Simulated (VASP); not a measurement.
A run of VASP 6.6.1 is set up as follows.

Contents of INCAR:

```
SYSTEM = Na2S
PREC = Accurate
ENCUT = 450
EDIFF = 1E-7
ISMEAR = -1
SIGMA = 0.02
LREAL = .FALSE.
LASPH = .TRUE.
NELM = 120
ALGO = Normal
ISIF = 2
LWAVE = .FALSE.
LCHARG = .FALSE.
GGA = PE
IBRION = 2
NSW = 80
EDIFFG = -0.02
GGA_COMPAT = .FALSE.
NELMIN = 4
```

File KPOINTS:

```
Automatic mesh
0
G
  7 7 7
  0 0 0
```

Contents of POSCAR:

```
Na2S
1.0
    0.0000000000      3.2735000000      3.2735000000
    3.2735000000      0.0000000000      3.2735000000
    3.2735000000      3.2735000000      0.0000000000
Na S
2 1
Direct
    0.2500000000      0.2500000000      0.2500000000
    0.7500000000      0.7500000000      0.7500000000
    0.0000000000      0.0000000000      0.0000000000
```

Potentials or basis: VASP PAW PBE potentials, release 64 (Na_pv, S).

The run is started by

```sh
$ cat potpaw_PBE.64/Na_pv/POTCAR potpaw_PBE.64/S/POTCAR > POTCAR
$ mpirun -np 1 vasp_std > vasp.out
```

Task: Estimate the band gap on the k mesh.

Result: 2.48 eV.

Final structure:
```yaml
crystal:
  lattice:
    - [0.00000, 3.27350, 3.27350]
    - [3.27350, 0.00000, 3.27350]
    - [3.27350, 3.27350, 0.00000]
  atoms:
    - { symbol: Na, position: [0.25000, 0.25000, 0.25000] }
    - { symbol: Na, position: [0.75000, 0.75000, 0.75000] }
    - { symbol: S, position: [0.00000, 0.00000, 0.00000] }
```

Caveat: the relaxation stopped at its first step, so nothing moved. As with any semilocal functional, this PBE gap is likely too small.
